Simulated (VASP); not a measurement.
Runs of VASP 6.6.1 on CuW2. The structure is that of space group P6/mmm (No. 191), or close to it. The cells are those of the table. 

```tsv
task	cell	k mesh	cutoff (eV)	gap on the mesh (eV)	pressure (GPa)	relaxed volume (Å³/atom)
relaxation of cell and atoms	relaxed from a = 4.505, b = 4.505, c = 2.635 Å, angles 90.0, 90.0, 120.0°, 3 atoms	12 × 12 × 18	600	none	0.1	15.52
relaxation of cell and atoms	relaxed from a = 4.615, b = 4.615, c = 2.676 Å, angles 90.0, 90.0, 120.0°, 3 atoms	6 × 6 × 6	600	none	0.2	16.17
single point	a = 4.641, b = 4.641, c = 2.595 Å, angles 90.0, 90.0, 120.0°, 3 atoms	6 × 6 × 6	520	none	0.5	-
relaxation of cell and atoms	relaxed from a = 4.497, b = 4.497, c = 2.648 Å, angles 90.0, 90.0, 120.0°, 3 atoms	12 × 12 × 18	600	none	0.0	15.52
single point	a = 4.503, b = 4.503, c = 2.643 Å, angles 90.0, 90.0, 120.0°, 3 atoms	12 × 12 × 18	520	none	(a)	-
```

Alike in all rows: level PBE; potentials or basis VASP PAW PBE potentials, release 64 (Cu, W_sv); no spin polarisation; smearing gaussian 0.1 eV.

Question: Fill in the values left out.

Answer: (a) 0.6.

Caveats: some runs use coarse meshes; spin-orbit coupling is left out, which moves the levels of the heavy elements.

A k mesh can miss the band edges, and the runs leave out spin-orbit coupling on W.

A gap of «none» marks levels without a gap at the run's occupations.
